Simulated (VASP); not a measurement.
# Si (C2/c) in VASP: a series of runs

Runs on Si. Level: LDA. Tasks: single point.

All numbers are computed with VASP 6.6.1; they aren't measurements. Logs are shortened: lines on timing, memory, paths and dates and some standing lists are left out, and cuts for length are marked.

## 1. The cell of the first run

The typed cell holds 2 atoms: a = 3.608 Å, b = 3.608 Å, c = 3.607 Å, α = 97.57°, β = 97.57°, γ = 137.36°.

## 2. Single point, LDA (14.82 Å³/atom)

Input file INCAR:

```
SYSTEM = Si
ALGO = Normal
EDIFF = 1E-6
ENCUT = 520
GGA = CA
ISIF = 2
ISMEAR = -1
LASPH = .True.
LCHARG = .True.
LELF = .True.
LREAL = .False.
LVHAR = .True.
LWAVE = .False.
NBANDS = 11
NELM = 60
PREC = Accurate
SIGMA = 0.1
```

Input file KPOINTS:

```
k-points
0
Gamma
  15 15 11
  0 0 0
```

Input file POSCAR:

```
Si
1.0
   -2.3761522285      2.3772874729      1.3118488963
    2.3772874729     -2.3761522285      1.3118488963
    2.3767454253      2.3767454253     -1.3097696942
Si
2
Direct
    0.0000145753      0.9999854247      0.0000000000
    0.7499854247      0.2500145753      0.5000000000
```

Potentials or basis: VASP PAW LDA potentials, release 64 (Si).

Launch:

```sh
> cat potpaw_LDA.64/Si/POTCAR > POTCAR
> mpirun -np 1 vasp_std > vasp.out
```

OUTCAR:

```text
SYSTEM = Si
   EDIFF = 1E-6
   ENCUT = 520
   GGA = CA
   ISIF = 2
   ISMEAR = -1
   LASPH = .True.
   LREAL = .False.
   NELM = 60
   PREC = Accurate

 ion  position               nearest neighbor table
   1  0.000  1.000  0.000-   2 2.47   2 2.47   2 2.47   2 2.47   2 3.08   2 3.08   2 3.09   2 3.09

   2  0.750  0.250  0.500-   1 2.47   1 2.47   1 2.47   1 2.47   1 3.08   1 3.08   1 3.09   1 3.09

  LATTYP: Found a base centered monoclinic cell.
 ALAT       =     2.6236982838
 B/A-ratio  =     2.5621768079
 C/A-ratio  =     1.3749294103
 COS(beta)  =    -0.3625083693

  Lattice vectors:

 A1 = (  -2.3761522285,   2.3772874729,   1.3118488963)
 A2 = (   2.3772874729,  -2.3761522285,   1.3118488963)
 A3 = (   2.3767454253,   2.3767454253,  -1.3097696942)

Analysis of symmetry for initial positions (statically):
=====================================================================
 Subroutine PRICEL returns:
 Original cell was already a primitive cell.

 Routine SETGRP: Setting up the symmetry group for a
 base centered monoclinic supercell.

 Subroutine GETGRP returns: Found  4 space group operations
 (whereof  2 operations were pure point group operations)
 out of a pool of  4 trial point group operations.

The static configuration has the point symmetry C_2 .
 The point group associated with its full space group is C_2h.

Analysis of symmetry for dynamics (positions and initial velocities):
=====================================================================
 Subroutine PRICEL returns:
 Original cell was already a primitive cell.

 Routine SETGRP: Setting up the symmetry group for a
 base centered monoclinic supercell.

 Subroutine GETGRP returns: Found  4 space group operations
 (whereof  2 operations were pure point group operations)
 out of a pool of  4 trial point group operations.

The dynamic configuration has the point symmetry C_2 .
 The point group associated with its full space group is C_2h.

 Subroutine INISYM returns: Found  4 space group operations
 (whereof  2 operations are pure point group operations),
 and found     1 'primitive' translations

----------------------------------------------------------------------------------------

                                     Primitive cell

  volume of cell :      29.6489

  direct lattice vectors                    reciprocal lattice vectors
    -2.376152229  2.377287473  1.311848896    -0.000192880  0.210181094  0.381050598
     2.377287473 -2.376152229  1.311848896     0.210181094 -0.000192880  0.381050598
     2.376745425  2.376745425 -1.309769694     0.210321560  0.210321560 -0.000182008

  length of vectors
     3.608121765  3.608121765  3.607399934     0.435173169  0.435173169  0.297439659

  position of ions in fractional coordinates (direct lattice)
     0.000014575  0.999985425  1.000000000
     0.749985425  0.250014575  0.500000000

  ion indices of the primitive-cell ions
   primitive index   ion index
                 1           1
                 2           2

----------------------------------------------------------------------------------------

 KPOINTS: k-points

Automatic generation of k-mesh.
 Grid dimensions read from file:
 generate k-points for:   15   15   11

 Generating k-lattice:

  Cartesian coordinates                     Fractional coordinates (reciprocal lattice)
    -0.000012859  0.014012073  0.025403373     0.066666667  0.000000000  0.000000000
     0.014012073 -0.000012859  0.025403373     0.000000000  0.066666667  0.000000000
     0.019120142  0.019120142 -0.000016546    -0.000000000 -0.000000000  0.090909091

  Length of vectors
     0.029011545  0.029011545  0.027039969

  Shift w.r.t. Gamma in fractional coordinates (k-lattice)
     0.000000000  0.000000000  0.000000000

 Subroutine IBZKPT returns following result:
 ===========================================

 Found    664 irreducible k-points:

 Following reciprocal coordinates:
            Coordinates               Weight
  0.000000  0.000000  0.000000      1.000000
  0.066667 -0.000000  0.000000      4.000000
  0.133333 -0.000000  0.000000      4.000000
  0.200000 -0.000000  0.000000      4.000000
  0.266667 -0.000000  0.000000      4.000000
  0.333333 -0.000000  0.000000      4.000000
[... 16 lines left out ...]
  0.133333  0.133333  0.000000      2.000000
  0.200000  0.133333  0.000000      4.000000
 [... further k-points ...]
   k-points           NKPTS =    664   k-points in BZ     NKDIM =    664   number of bands    NBANDS=     11
   number of dos      NEDOS =    301   number of ions     NIONS =      2
   total plane-waves  NPLWV =  21952
   dimension x,y,z NGX =    28 NGY =   28 NGZ =   28
   dimension x,y,z NGXF=    56 NGYF=   56 NGZF=   56
   ions per type =               2
   NGX,Y,Z   is equivalent  to a cutoff of  12.90, 12.90, 12.90 a.u.
   NGXF,Y,Z  is equivalent  to a cutoff of  25.80, 25.80, 25.81 a.u.
 SYSTEM =  Si
   PREC   = accura    normal or accurate (medium, high low for compatibility)
   ISTART =      0    job   : 0-new  1-cont  2-samecut
   ICHARG =      2    charge: 1-file 2-atom 10-const
   ISPIN  =      1    spin polarized calculation?
   LNONCOLLINEAR =      F non collinear calculations
   LSORBIT =      F    spin-orbit coupling
   LASPH  =      T    aspherical Exc in radial PAW
   ENCUT  =  520.0 eV  38.22 Ry    6.18 a.u.   6.71  6.71  6.71*2*pi/ulx,y,z
   NELM   =     60;   NELMIN=  2; NELMDL= -5     # of ELM steps
   EDIFF  = 0.1E-05   stopping-criterion for ELM
   LREAL  =      F    real-space projection
   EDIFFG = 0.1E-04   stopping-criterion for IOM
   NSW    =      0    number of steps for IOM
   IBRION =     -1    ionic relax: 0-MD 1-quasi-New 2-CG
   NFREE  =      0    steps in history (QN), initial steepest desc. (CG)
   ISIF   =      2    stress and relaxation
   ISYM   =      2    0-nonsym 1-usesym 2-fastsym
   POTIM  = 0.5000    time-step for ionic-motion
   TEBEG  =    0.0;   TEEND  =   0.0 temperature during run
   PSTRESS=    0.0 pullay stress
   NELECT =       8.0000    total number of electrons
   NUPDOWN=      -1.0000    fix difference up-down
   EMIN   =  10.00;   EMAX   =-10.00  energy-range for DOS
   EFERMI =   0.00;   METHOD = LEGACY
   ISMEAR =    -1;   SIGMA  =   0.10  broadening in eV -4-tet -1-fermi 0-gaus
   EFERMI_NEDOS =   21; number of points for ismear=-14 and -15
   IALGO  =     38    algorithm
   IMIX   =      4    mixing-type and parameters
     AMIX     =   0.40;   BMIX     =  1.00
     AMIX_MAG =   1.60;   BMIX_MAG =  1.00
  volume/ion in A,a.u.               =      14.82       100.04
  Fermi-wavevector in a.u.,A,eV,Ry     =   1.057878  1.999099 15.226353  1.119105
  Thomas-Fermi vector in A             =   2.193167
   LORBIT       =      0    0 simple, 1 ext, 2 COOP (PROOUT), +10 PAW based schemes
   GGA     = CA    functional components
   LHFCALC =     F    Hartree Fock is set to
   AEXX    =    0.0000 exact exchange contribution
   IVDW    =     0    specifies the selected vdW correction
   LEPSILON=     F    determine dielectric tensor
   LRPA    =     F    only Hartree local field effects (RPA)
 non-spin polarized calculation
  energy-cutoff  :      520.00
  volume of cell :       29.65
 maximum number of plane-waves:       811
   NGX = 13   NGY = 13   NGZ = 13

 number of electron       8.0000000 magnetization

 Free energy of the ion-electron system (eV)
  ---------------------------------------------------
  ext. energy  EPLUGINS =         0.00000000
  ---------------------------------------------------
  free energy    TOTEN  =       -11.51292272 eV

  energy without entropy =      -11.48876263  energy(sigma->0) =      -11.50084267

 E-fermi :   9.4561     XC(G=0): -11.0997

 val. band max:        9.4558072815   @ k =   0.1333   0.0667   0.0000
 cond. band min:       9.4581466372   @ k =   0.4000   0.3333   0.2727
 fundamental gap:      0.0023393557
 Fermi energy:         9.4560914866

 k-point     1 :       0.0000    0.0000    0.0000
  band No.  band energies     occupation
      1      -4.4669      2.00000
      2       6.9349      2.00000
      3       6.9402      2.00000
      4       7.4849      2.00000
      5      10.9659      0.00000
      6      17.1067      0.00000
      7      18.4662      0.00000
      8      18.4679      0.00000
      9      18.8688      0.00000
     10      19.6991      0.00000
     11      20.2026      0.00000

 k-point     2 :       0.0667   -0.0000    0.0000
  band No.  band energies     occupation
      1      -4.3459      2.00000
      2       6.4845      2.00000
      3       6.8817      2.00000
      4       8.1437      2.00000
      5      11.2435      0.00000
      6      16.3562      0.00000
      7      17.2424      0.00000
      8      18.3043      0.00000
      9      18.3103      0.00000
     10      19.5736      0.00000
     11      21.0754      0.00000

 k-point     3 :       0.1333   -0.0000    0.0000
  band No.  band energies     occupation
      1      -3.9835      2.00000
      2       6.0436      2.00000
      3       6.7775      2.00000
      4       9.1782      1.88304
      5      12.0026      0.00000
      6      14.7212      0.00000
      7      15.2127      0.00000
      8      17.2582      0.00000
      9      17.4898      0.00000
     10      18.7309      0.00000
     11      20.6284      0.00000
[... 267 lines left out ...]
 k-point    23 :       0.1333    0.1333    0.0000
  band No.  band energies     occupation
      1      -2.7657      2.00000
      2       6.0001      2.00000
      3       8.1982      1.99999
      4       9.7292      0.12230
      5      11.2158      0.00000
      6      11.5053      0.00000
      7      13.7062      0.00000
      8      14.7554      0.00000
      9      15.2355      0.00000
     10      17.5536      0.00000
     11      19.7889      0.00000

 k-point    24 :       0.2000    0.1333    0.0000
  band No.  band energies     occupation
      1      -1.8042      2.00000
      2       6.1078      2.00000
      3       8.1095      2.00000
      4       8.6291      1.99949
      5       9.9092      0.02130
      6      11.8158      0.00000
      7      13.1787      0.00000
      8      13.9308      0.00000
      9      15.7967      0.00000
     10      17.3897      0.00000
     11      20.1214      0.00000

 [... further k-points ...]

------------------------ aborting loop because EDIFF is reached ----------------------------------------

  FORCE on cell =-STRESS in cart. coord.  units (eV):
  Direction    XX          YY          ZZ          XY          YZ          ZX
  --------------------------------------------------------------------------------------
  -------------------------------------------------------------------------------------
  Total       -0.0041360     -0.0041360      0.0587444     -0.0015279     -0.0186179     -0.0186179
  in kB       -0.2235033     -0.2235033      3.1744526     -0.0825672     -1.0060800     -1.0060799
  external PRESSURE =       0.9091487 kB  Pullay stress =       0.0000000 kB

 VOLUME and BASIS-vectors are now :
 -----------------------------------------------------------------------------
  energy-cutoff  :      520.00
  volume of cell :       29.65
      direct lattice vectors                 reciprocal lattice vectors
    -2.376152229  2.377287473  1.311848896    -0.000192880  0.210181094  0.381050598
     2.377287473 -2.376152229  1.311848896     0.210181094 -0.000192880  0.381050598
     2.376745425  2.376745425 -1.309769694     0.210321560  0.210321560 -0.000182008

 POSITION                                       TOTAL-FORCE (eV/Angst)
 -----------------------------------------------------------------------------------
      2.37722     -2.37608      1.31185        -0.000851      0.000851     -0.000000
      0.00065      2.37723      0.65696         0.000851     -0.000851      0.000000
 -----------------------------------------------------------------------------------
    total drift:                               -0.000000      0.000000     -0.000000

  FREE ENERGIE OF THE ION-ELECTRON SYSTEM (eV)
  ---------------------------------------------------
  free  energy   TOTEN  =       -11.5129227166 eV

  energy  without entropy=      -11.4887626298  energy(sigma->0) =      -11.50084267
```

Wall time 2.5 min (1 thread of Intel Xeon Platinum 8259CL at 2.50GHz (Skylake/Cascade Lake), shared host); peak memory 0.27 GiB.

What came out:

| Item | Value |
| --- | --- |
| Free energy | -11.5129 eV |
| Pressure | 0.1 GPa |
| Band gap on the k mesh | zero (bands 4 and 5 overlap by 6.52 eV) |

(Part 1 of 2 ends here.)
